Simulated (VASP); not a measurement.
Write the native input for VASP 6.6.1 that does the following.

- Task: single point
- Functional: PBEsol
- Potentials or basis: VASP PAW PBE potentials, release 64 (Au)
- Cutoff: 520 eV
- k mesh: 9 × 9 × 13
- Occupations: fermi-dirac, width 0.1 eV
- Spin: no spin polarisation
- Dipole correction: no
- Further INCAR settings: ALGO = Normal; EDIFF = 1e-06; NBANDS = 24

The structure of Au lies in POSCAR:

```
Au
1.0
    4.7728672451      0.0000000000      0.0000000000
   -2.3864336226      4.1334242831      0.0000000000
    0.0000000000      0.0000000000      2.8523526480
Au
3
Direct
    0.0000000000      1.0000000000      0.0000000000
    0.3333333333      0.6666666667      0.5000000000
    0.6666666667      0.3333333333      0.5000000000
```

This isn't the form of Au at room conditions, which is fcc.

One way to write it, as run:

INCAR

```
ALGO     = Normal         # electronic algorithm
EDIFF    = 1E-6           # SCF threshold, eV
ENCUT    = 520            # plane-wave cutoff, eV
GGA      = PS             # functional
ISIF     = 2              # what is computed and relaxed
ISMEAR   = -1             # smearing method
LASPH    = True           # aspherical terms in the spheres
LCHARG   = True           # write CHGCAR
LELF     = True           # ELF
LREAL    = False          # projectors in reciprocal space
LVHAR    = True         
LWAVE    = False          # write WAVECAR
NBANDS   = 24             # bands
NELM     = 60             # most SCF steps
PREC     = Accurate       # precision mode
SIGMA    = 0.1            # smearing width, eV
```

KPOINTS

```
k-points
0
Gamma
  9 9 13
```

Potentials or basis: VASP PAW PBE potentials, release 64 (Au).

Command:

```bash
$ cat potpaw_PBE.64/Au/POTCAR > POTCAR
$ mpirun -np 1 vasp_std > vasp.out
```

Results of the run:

```
Pressure               : -10.4 GPa
Band gap on the k mesh : zero (an odd number of electrons rules out a gap without spin polarisation)
```

Caveat: the cell stands under tension; the PAW data sets were made with another functional, which shifts forces and pressure a little; spin-orbit coupling is left out, which moves the levels of the heavy elements.

It took 49 s on 1 thread of Intel(R) Xeon(R) Platinum 8488C (Sapphire Rapids), on a shared host, peak memory 0.23 GiB.
